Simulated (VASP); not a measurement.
Pd, 1 atom in the cell. The structure is orthorhombic, space group Immm (No. 71). Conventional cell: a = 2.723 Å, b = 2.778 Å, c = 3.890 Å, α = 90.00°, β = 90.00°, γ = 90.00°. Pd (site symmetry mmm) has 12 Pd at 2.72 to 2.78 Å within 3.6 Å.  This cell differs from its parent crystal: strain -0.0200 x Voigt [0, 0, 0, 0, 1, 0].

| Item | Value |
| --- | --- |
| Program | VASP 6.6.1 |
| Task | single point |
| Functional | PBE |
| Potentials or basis | VASP PAW PBE potentials, release 64 (Pd) |
| Cutoff | 520 eV |
| k mesh | 20 × 20 × 20 |
| Occupations | gaussian, width 0.15 eV |
| Spin | no spin polarisation |
| Dipole correction | no |
| Further INCAR settings | ALGO = Fast; EDIFF = 1e-06; NBANDS = 11 |

Potentials or basis: VASP PAW PBE potentials, release 64 (Pd).

The run is started by

```bash
$ cat potpaw_PBE.64/Pd/POTCAR > POTCAR
$ mpirun -np 1 vasp_std > vasp.out
```

Hardware: 1 thread of Intel(R) Xeon(R) Platinum 8488C (Sapphire Rapids) (shared host).

How long does it take, and how much memory?

Wall time 87 s on 1 thread of Intel(R) Xeon(R) Platinum 8488C (Sapphire Rapids), on a shared host, peak memory 0.29 GiB. Counts: scf iterations 12, k points 1166.
